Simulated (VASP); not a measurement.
Crystal: Tl.

```xyz
2
Lattice="3.4560 0.0000 0.0000 -1.7280 2.9930 0.0000 0.0000 0.0000 5.5250" Properties=species:S:1:pos:R:3 pbc="T T T"
Tl    1.7280    0.9977    4.1438
Tl    0.0000    1.9953    1.3813
```

Base run:

| Quantity | Value |
| --- | --- |
| Program | VASP 6.6.1 |
| Functional | BLYP |
| Potentials or basis | VASP PAW PBE potentials, release 64 (Tl_d) |
| Cutoff | 520 eV |
| k mesh | 9 × 9 × 5 |
| Occupations | fermi-dirac, width 0.05 eV |
| Spin | no spin polarisation |

Its results: band gap on the k mesh zero (bands 13 and 14 overlap by 3.60 eV); pressure 7.3 GPa.

Problem. The run is repeated on the same cell with these changes: functional from BLYP to PBEsol; k mesh from 9 × 9 × 5 to 11 × 11 × 6. What comes out?

Solution. Band gap on the k mesh zero (bands 13 and 14 overlap by 5.66 eV); pressure -0.1 GPa.

Several settings changed at once.

Caveats: the PAW data sets were made with another functional, which shifts forces and pressure a little; spin-orbit coupling is left out, which moves the levels of the heavy elements; the cell stands under pressure (at least some runs).
